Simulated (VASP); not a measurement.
Input of a VASP 6.6.1 run:

INCAR

```
SYSTEM = Na
PREC = Accurate
ENCUT = 520
EDIFF = 1E-6
ISMEAR = -1
SIGMA = 0.05
LREAL = .FALSE.
LASPH = .TRUE.
NELM = 100
ALGO = Normal
ISIF = 2
LWAVE = .FALSE.
LCHARG = .FALSE.
GGA = CA
NBANDS = 22
```

File KPOINTS:

```
regular mesh
0
G
  8 8 3
  0 0 0
```

POSCAR

```
Na
1.0
    3.7003831212      0.0000000000      0.0000000000
   -1.8501915606      3.2046257867      0.0000000000
    0.0000000000      0.0000000000     12.5373215400
Na
4
Direct
    0.6666666667      0.3333333333      0.7500000000
    0.0000000000      0.0000000000      0.5000000000
    0.3333333333      0.6666666667      0.2500000000
    0.0000000000      0.0000000000      0.0000000000
```

Potentials or basis: VASP PAW LDA potentials, release 64 (Na_pv).

Launch:

```bash
$ cat potpaw_LDA.64/Na_pv/POTCAR > POTCAR
$ mpirun -np 1 vasp_std > vasp.out
```

(1) Estimate the band gap on the k mesh.

(2) What does it give for the pressure?

Results:

(1) zero (bands 14 and 15 overlap by 3.44 eV).

(2) -0.8 GPa.
